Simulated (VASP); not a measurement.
Here is a VASP 6.6.1 calculation.

File INCAR:

```
SYSTEM = AgCl
  PREC = Accurate
  ENCUT = 520
  EDIFF = 1E-6
  ISMEAR = 0
  SIGMA = 0.05
  LREAL = .False.
  LASPH = .True.
  NELM = 80
  ALGO = Normal
  ISIF = 2
  LWAVE = .False.
  LCHARG = .False.
  GGA = PE
  NBANDS = 16
```

The input KPOINTS:

```
Automatic mesh
0
Gamma
  8 8 8
  0 0 0
```

Contents of POSCAR:

```
AgCl
1.0
    0.0000000000      2.8060228508      2.9182637648
    2.8060228508      0.0000000000      2.9182637648
    2.8060228508      2.8060228508      0.0000000000
Ag Cl
1 1
Direct
    0.5000000000      0.5000000000      0.5000000000
    0.0000000000      0.0000000000      0.0000000000
```

Potentials or basis: VASP PAW PBE potentials, release 64 (Ag, Cl).

The run is started by

```sh
$ cat potpaw_PBE.64/Ag/POTCAR potpaw_PBE.64/Cl/POTCAR > POTCAR
$ mpirun -np 1 vasp_std > vasp.out
```

**Question.** Estimate the pressure.

**Answer.** -1.5 GPa.

**Question.** Predict the band gap on the k mesh.

**Answer.** 0.83 eV, indirect (least direct gap 2.90 eV).

Stress tensor (GPa, compression positive):
```
-1.42  0.00  0.00
 0.00 -1.42  0.00
 0.00  0.00 -1.66
```

Caveat: the cell differs from its parent crystal (strain +0.000 along x and y, +0.040 along z). A k mesh can miss the band edges.
